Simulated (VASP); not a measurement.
# AlSi16 (a cell with a defect) in VASP: further runs, part 2 of 2

VASP 6.6.1. Earlier steps stand in the parts before.

## (4) Single point, PBE, collinear spin, zero start

INCAR

```
SYSTEM = AlSi16
ALGO = Normal ; EDIFF = 1E-7
ENCUT = 520 ; GGA = PE
ISIF = 2 ; ISMEAR = 0
ISPIN = 2 ; LASPH = .True.
LCHARG = .False. ; LORBIT = 11
LREAL = Auto ; LWAVE = .False.
MAGMOM = 0 0 0 0 0 0 0 0 0 0 0 0 0 0 0 0 0 ; NBANDS = 52
NELM = 150 ; PREC = Accurate
SIGMA = 0.05
```

KPOINTS

```
k-points
0
Gamma
  2 2 2
  0 0 0
```

POSCAR

```
AlSi16
1.0
    0.0000000000      5.4300000000      5.4300000000
    5.4300000000      0.0000000000      5.4300000000
    5.4300000000      5.4300000000      0.0000000000
Si Al
16 1
Direct
   -0.0269570902      0.0089674033      0.0088403315
    0.1174656538      0.1175010129      0.1173809392
    0.0027835175     -0.0079347145      0.5024365562
    0.1174953959      0.1174996317      0.6473460405
    0.0027807551      0.5025592081     -0.0080558932
    0.1174916206      0.6474726519      0.1173781768
    0.0028056169      0.5025474217      0.5024264273
    0.1454228361      0.6181808471      0.6180591160
    0.4962906998     -0.0012895948     -0.0014056169
    0.6098562615      0.1300255064      0.1299065378
    0.4963201657     -0.0012938306      0.5060971455
    0.6281977901      0.1232876611      0.6241176796
    0.4963167587      0.5062165746     -0.0014097606
    0.6281944751      0.6242335175      0.1231745856
    0.5164009208      0.4945198895      0.4944066298
    0.6282227440      0.6242269797      0.6241115101
    1.2174860958      0.2608199816      0.2606923573
```

Potentials or basis: VASP PAW PBE potentials, release 64 (Si, Al).

Command:

```sh
> cat potpaw_PBE.64/Si/POTCAR potpaw_PBE.64/Al/POTCAR > POTCAR
> mpirun -np 1 vasp_std > vasp.out
```

OUTCAR:

```text
SYSTEM = AlSi16
   EDIFF = 1E-7
   ENCUT = 520
   GGA = PE
   ISIF = 2
   ISMEAR = 0
   ISPIN = 2
   LASPH = .True.
   LORBIT = 11
   LREAL = Auto
   NELM = 150
   PREC = Accurate

 ion  position               nearest neighbor table
   1  0.973  0.009  0.009-   4 2.27   6 2.27   2 2.27  10 2.28
   2  0.117  0.118  0.117-   1 2.27   9 2.38   3 2.42   5 2.42  17 2.43
   3  0.003  0.992  0.502-   8 2.35  12 2.35   4 2.42   2 2.42  17 2.63
   4  0.117  0.117  0.647-   1 2.27  11 2.38   7 2.42   3 2.42  17 2.43
   5  0.003  0.503  0.992-   8 2.35  14 2.35   6 2.42   2 2.42  17 2.63
   6  0.117  0.647  0.117-   1 2.27  13 2.38   7 2.42   5 2.42  17 2.43
   7  0.003  0.503  0.502-   8 2.35  16 2.35   4 2.42   6 2.42  17 2.63
   8  0.145  0.618  0.618-  15 2.33   7 2.35   3 2.35   5 2.35
   9  0.496  0.999  0.999-  12 2.35  14 2.35  10 2.36   2 2.38  17 2.85
  10  0.610  0.130  0.130-   1 2.28  11 2.36  13 2.36   9 2.36  17 2.46
  11  0.496  0.999  0.506-  16 2.35  12 2.35  10 2.36   4 2.38  17 2.85
  12  0.628  0.123  0.624-  15 2.33   9 2.35  11 2.35   3 2.35
  13  0.496  0.506  0.999-  14 2.35  16 2.35  10 2.36   6 2.38  17 2.85
[... 1009 lines left out ...]

 VOLUME and BASIS-vectors are now :
 -----------------------------------------------------------------------------
  energy-cutoff  :      520.00
  volume of cell :      320.21
      direct lattice vectors                 reciprocal lattice vectors
     0.000000000  5.430000000  5.430000000    -0.092081031  0.092081031  0.092081031
     5.430000000  0.000000000  5.430000000     0.092081031 -0.092081031  0.092081031
     5.430000000  5.430000000  0.000000000     0.092081031  0.092081031 -0.092081031

 POSITION                                       TOTAL-FORCE (eV/Angst)
 -----------------------------------------------------------------------------------
      0.09670      5.33163      5.33232        -0.051544      0.051367      0.051440
      1.27541      1.27522      1.27587         0.048000      0.010423      0.010751
      8.11515      2.74335      5.40203         0.026470     -0.027105      0.009998
      4.15311      4.15309      1.27602        -0.010315     -0.048059      0.010541
      8.11515      5.40136      2.74400         0.026870      0.010297     -0.027483
      4.15314      1.27534      4.15376        -0.009879      0.010229     -0.047868
[... 9 lines left out ...]
      6.77848      6.80017      6.80080        -0.001426     -0.025119     -0.025293
      2.83181      2.59651      2.59720        -0.109746      0.109470      0.108979
 -----------------------------------------------------------------------------------
    total drift:                               -0.001853     -0.000239      0.002118

  FREE ENERGIE OF THE ION-ELECTRON SYSTEM (eV)
  ---------------------------------------------------
  free  energy   TOTEN  =       -86.6398123372 eV

  energy  without entropy=      -86.6327598253  energy(sigma->0) =      -86.63628608

 total charge

# of ion       s       p       d       tot
------------------------------------------
    1        0.763   0.986   0.000   1.749
    2        0.761   0.940   0.000   1.701
    3        0.744   0.926   0.000   1.670
    4        0.761   0.940   0.000   1.701
    5        0.744   0.926   0.000   1.670
    6        0.761   0.940   0.000   1.701
[... 9 lines left out ...]
   16        0.746   0.951   0.000   1.696
   17        0.506   0.339   0.000   0.845
--------------------------------------------------
tot         12.484  15.455   0.000  27.939

 magnetization (x)

# of ion       s       p       d       tot
------------------------------------------
    1        0.000   0.000   0.000   0.000
    2       -0.000  -0.000   0.000  -0.000
    3       -0.000   0.000   0.000  -0.000
    4       -0.000  -0.000   0.000  -0.000
    5       -0.000   0.000   0.000  -0.000
    6       -0.000  -0.000   0.000  -0.000
[... 9 lines left out ...]
   16       -0.000  -0.000   0.000  -0.000
   17        0.000   0.000   0.000   0.000
--------------------------------------------------
tot         -0.000  -0.000   0.000  -0.000
```

stdout:

```text
POSCAR found type information on POSCAR SiAl
 POSCAR found :  2 types and      17 ions
 scaLAPACK will be used
 LDA part: xc-table for (Slater+PW92), standard interpolation
 POSCAR, INCAR and KPOINTS ok, starting setup
 FFT: planning ... GRIDC
 FFT: planning ... GRID_SOFT
 FFT: planning ... GRID
 WAVECAR not read
 entering main loop
```

It took 4.8 min on 1 thread of Intel Xeon 6975P-C (Granite Rapids), shared host; peak memory 0.71 GiB.

Results:

```
Free energy                                           : -86.6398 eV
Pressure                                              : 5.3 GPa
Largest force                                         : 0.189 eV/Å
Net moment                                            : 0.00 μB per cell
Valence electrons inside the program's atomic spheres : Si 1.75, 1.70, 1.67, 1.68, 1.71 (each value once); Al 0.84
```

Forces on the atoms (eV/Å):
```
Si  -0.052  0.051  0.051
Si   0.048  0.010  0.011
Si   0.026 -0.027  0.010
Si  -0.010 -0.048  0.011
Si   0.027  0.010 -0.027
Si  -0.010  0.010 -0.048
Si  -0.010 -0.027 -0.027
Si   0.050 -0.050 -0.050
Si   0.014 -0.003 -0.003
Si  -0.075  0.074  0.075
Si   0.003 -0.014 -0.003
Si   0.025 -0.025  0.001
Si   0.004 -0.003 -0.014
Si   0.024  0.001 -0.025
Si   0.047 -0.045 -0.046
Si  -0.001 -0.025 -0.025
Al  -0.110  0.109  0.109
```

Levels at points of the mesh, in eV from the Fermi level:
Spin up:
```tsv
k point	band 31	band 32	band 33	band 34	band 35	band 36
(0.00, 0.00, 0.00)	-0.76	-0.76	-0.76	-0.32	-0.19	-0.19
(0.50, 0.00, 0.00)	-1.42	-1.42	-0.59	0.16	0.43	0.43
(0.00, 0.50, 0.00)	-1.44	-1.41	-0.59	0.24	0.47	0.64
(0.00, 0.00, 0.50)	-1.44	-1.41	-0.59	0.24	0.47	0.64
(0.50, 0.50, 0.50)	-1.44	-1.41	-0.59	0.24	0.47	0.64
(0.50, 0.50, 0.00)	-2.02	-1.90	-0.25	0.18	1.06	1.34
(0.00, 0.50, 0.50)	-2.02	-1.90	-0.25	0.18	1.06	1.34
(0.50, 0.00, 0.50)	-2.02	-1.90	-0.25	0.18	1.06	1.34
```
Spin down:
```csv
k point,band 30,band 31,band 32,band 33,band 34,band 35,band 36,band 37
"(0.00, 0.00, 0.00)",-1.71,-0.76,-0.76,-0.76,-0.32,-0.19,-0.19,0.00
"(0.50, 0.00, 0.00)",-1.56,-1.42,-1.42,-0.59,0.16,0.43,0.43,0.95
"(0.00, 0.50, 0.00)",-1.57,-1.44,-1.41,-0.59,0.24,0.47,0.64,0.81
"(0.00, 0.00, 0.50)",-1.57,-1.44,-1.41,-0.59,0.24,0.47,0.64,0.81
"(0.50, 0.50, 0.50)",-1.57,-1.44,-1.41,-0.59,0.24,0.47,0.64,0.81
"(0.50, 0.50, 0.00)",-2.05,-2.02,-1.90,-0.25,0.18,1.06,1.34,1.44
"(0.00, 0.50, 0.50)",-2.05,-2.02,-1.90,-0.25,0.18,1.06,1.34,1.44
"(0.50, 0.00, 0.50)",-2.05,-2.02,-1.90,-0.25,0.18,1.06,1.34,1.44
```

Caveat: the k points lie up to 0.50 Å⁻¹ apart; no moment was typed at the start, so none could form.

## (5) The runs side by side

```csv
cell,gap on the mesh (eV),pressure (GPa),moment (μB),largest force (eV/Å)
"as given, atomic positions A",none,5.4,0.00,0.96
"as given, atomic positions B",none,5.3,0.00,0.66
"as given, atomic positions C",none,5.3,0.00,0.19
```

Alike in all rows: task single point; level PBE; potentials or basis VASP PAW PBE potentials, release 64 (Si, Al); spin collinear, zero start; k mesh 2 × 2 × 2; cutoff (eV) 520; smearing gaussian 0.05 eV.

Caveats: all runs use coarse meshes; no moment was typed at the start, so none could form.

Absolute energies hang on the potentials; compare differences alone.
